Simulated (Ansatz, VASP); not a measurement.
## One calculation of Li2S, two programs

```
Li S
1.0
     0.00000    2.81543    2.81543
     2.81543    0.00000    2.81543
     2.81543    2.81543    0.00000
Li S
2 1
Direct
  0.25000 0.25000 0.25000
  0.75000 0.75000 0.75000
  0.00000 0.00000 0.00000
```

Change from the starting cell: volume scaled by 0.96.

Alike in both runs: task single point; functional LDA; k mesh 7 × 7 × 7; occupations fermi-dirac, width 0.02 eV; no spin polarisation.

|  | VASP | Ansatz |
| --- | --- | --- |
| version | VASP 6.6.1 | Ansatz 0.2.0 |
| potentials or method | VASP PAW LDA potentials, release 64 (Li_sv, S), cutoff 750 eV | all-electron LAPW, scalar-relativistic |

Ansatz gave:

| Property | Result |
| --- | --- |
| gap on the k mesh at the Fermi level (eV) | 3.30 |
| pressure (GPa) | -1.4 |

**Question.** Which values does VASP return?

**Answer.** gap on the k mesh at the Fermi level (eV): 3.30; pressure (GPa): -1.6.

LDA's correlation is that of Perdew and Zunger in VASP and of Perdew and Wang (1992) in Ansatz. Ansatz ran all-electron here, and VASP with PAW potentials.
